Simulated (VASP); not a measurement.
# Cs: relaxation of cell and atoms with PBEsol

Crystal: Cs.

```
CELL_PARAMETERS angstrom
-3.12847 3.12847 3.12847
3.12847 -3.12847 3.12847
3.12847 3.12847 -3.12847
ATOMIC_POSITIONS crystal
Cs 0.00000 0.00000 0.00000
```

```json
{"Program": "VASP 6.6.1", "Task": "relaxation of cell and atoms", "Functional": "PBEsol", "Potentials or basis": "VASP PAW PBE potentials, release 64 (Cs_sv)", "Cutoff": "600 eV", "k mesh": "6 × 6 × 6", "Occupations": "fermi-dirac, width 0.05 eV", "Spin": "no spin polarisation", "Dipole correction": "no", "Further INCAR settings": "ALGO = Normal; EDIFF = 1e-06; IBRION = 2; EDIFFG = -0.02; NSW = 80; ISIF = 3"}
```

The relaxed volume is 108.54 Å³/atom. The relaxed cell is a = 5.205 Å, b = 5.205 Å, c = 5.205 Å, α = 109.47°, β = 109.47°, γ = 109.47°. The space group after relaxing (to 0.05 Å) is Im-3m (No. 229) and the energy gained by relaxing is 9.0 meV/atom. The ionic steps are 4 and the pressure after relaxing is 0.0 GPa.

The path:
```tsv
step	energy change (eV)	largest force (eV/Å)	pressure (GPa)	volume (Å³)
1	0.0000	0.0000	-0.20	122.48
2	-0.0030	0.0000	-0.17	119.84
3	-0.0084	0.0000	-0.06	112.16
4	-0.0090	0.0000	0.01	108.54
```

Final structure:
```yaml
crystal:
  lattice:
    - [-3.00497, 3.00497, 3.00497]
    - [3.00497, -3.00497, 3.00497]
    - [3.00497, 3.00497, -3.00497]
  atoms:
    - { symbol: Cs, position: [0.00000, 0.00000, 0.00000] }
```

Levels at points of the mesh, in eV from the Fermi level:
```
           k point  band 1  band 2  band 3  band 4  band 5  band 6  band 7  band 8
(0.00, 0.00, 0.00)  -23.82  -10.53  -10.53  -10.53   -1.75    2.53    2.53    2.53
(0.50, 0.00, 0.00)  -23.81  -10.69  -10.58  -10.53    0.00    0.94    1.64    3.29
(0.50, 0.50, 0.50)  -23.80  -10.64  -10.64  -10.64    0.60    0.60    3.15    3.15
```

Wall time 27 s on 1 thread of Intel(R) Xeon(R) 6975P-C (Granite Rapids), on a shared host, peak memory 0.33 GiB.

Caveat: the PAW data sets were made with another functional, which shifts forces and pressure a little; spin-orbit coupling is left out, which moves the levels of the heavy elements.
